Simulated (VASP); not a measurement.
A run of VASP 6.6.1:

The input INCAR:

```
SYSTEM = CuI
ALGO = Normal
EDIFF = 1E-8
ENCUT = 600
GGA_COMPAT = .False.
IBRION = 6
ISIF = 3
ISMEAR = 0
LASPH = .True.
LCHARG = .False.
LREAL = .False.
LWAVE = .False.
NBANDS = 16
NELM = 120
NFREE = 2
NSW = 1
POTIM = 0.015
PREC = Accurate
SIGMA = 0.01
```

KPOINTS

```
k-points
0
Gamma
  6 6 6
  0 0 0
```

File POSCAR:

```
CuI
1.0
    0.0000000000      2.7695229063      2.7695229063
    2.7695229063      0.0000000000      2.7695229063
    2.7695229063      2.7695229063      0.0000000000
Cu I
1 1
Direct
    0.7500000000      0.7500000000      0.7500000000
    0.0000000000      0.0000000000      0.0000000000
```

Potentials or basis: VASP PAW LDA potentials, release 64 (Cu, I).

The run is started by

```sh
$ cat potpaw_LDA.64/Cu/POTCAR potpaw_LDA.64/I/POTCAR > POTCAR
$ mpirun -np 1 vasp_std > vasp.out
```

Hardware: 1 thread of AMD EPYC 7R13 Processor (Zen 3), with other jobs on the host.

Problem. Estimate the wall time of this run.

Solution. It took 6.2 min on 1 thread of AMD EPYC 7R13 Processor (Zen 3) (shared host), peak memory 0.2 GiB. Counts: scf iterations 187, k points 16.
